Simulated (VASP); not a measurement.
A run of VASP 6.6.1 is set up as follows.

File INCAR:

```
SYSTEM = Co
ALGO     = Normal         ! electronic algorithm
EDIFF    = 1E-6           ! SCF threshold, eV
ENCUT    = 520            ! plane-wave cutoff, eV
GGA      = PE             ! functional
ISIF     = 2              ! what is computed and relaxed
ISMEAR   = -1             ! smearing method
LASPH    = .True.         ! aspherical terms in the spheres
LCHARG   = .False.        ! write CHGCAR
LREAL    = .False.        ! projectors in reciprocal space
LWAVE    = .False.        ! write WAVECAR
NBANDS   = 10             ! bands
NELM     = 80             ! most SCF steps
PREC     = Accurate       ! precision mode
SIGMA    = 0.1            ! smearing width, eV
```

File KPOINTS:

```
k-points
0
Gamma
  15 15 15
  0 0 0
```

File POSCAR:

```
Co
1.0
    2.3149388632      0.0000000000      0.0000000000
    0.0000000000      2.3149388632      0.0000000000
    0.0000000000      0.0000000000      2.3149388632
Co
1
Direct
    0.0000000000      0.0000000000      0.0000000000
```

Potentials or basis: VASP PAW PBE potentials, release 64 (Co).

Command:

```bash
$ cat potpaw_PBE.64/Co/POTCAR > POTCAR
$ mpirun -np 1 vasp_std > vasp.out
```

(1) What does it give for the pressure?

## Answers

(1) -7.0 GPa.

Caveat: the run has no spin polarisation, though such a crystal can be magnetic.
